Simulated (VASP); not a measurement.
Sc: single point with PBE

Sc:

```xyz
1
Lattice="2.9697 0.0000 0.0000 0.0000 2.9697 0.0000 0.0000 0.0000 2.9697" Properties=species:S:1:pos:R:3 pbc="T T T"
Sc    0.0000    0.0000    0.0000
```

```
Program             : VASP 6.6.1
Task                : single point
Functional          : PBE
Potentials or basis : VASP PAW PBE potentials, release 64 (Sc_sv)
Cutoff              : 520 eV
k mesh              : 6 × 6 × 6
Occupations         : gaussian, width 0.1 eV
Spin                : no spin polarisation
```

```
Pressure : 0.0 GPa
```

Levels at points of the mesh, in eV from the Fermi level:
```tsv
k point	band 4	band 5	band 6	band 7	band 8	band 9
(0.00, 0.00, 0.00)	-28.08	-5.02	-0.50	-0.50	3.73	3.73
(0.50, 0.00, 0.00)	-28.04	-1.69	-0.55	0.09	2.20	2.20
(0.50, 0.50, 0.00)	-27.99	-1.72	0.21	2.55	2.55	3.59
(0.50, 0.50, 0.50)	-28.45	-0.47	-0.47	-0.47	4.70	4.70
```

Run time: 4.9 s on 1 thread of Intel(R) Xeon(R) Platinum 8259CL CPU @ 2.50GHz (Skylake/Cascade Lake), on a shared host, peak memory 0.13 GiB.
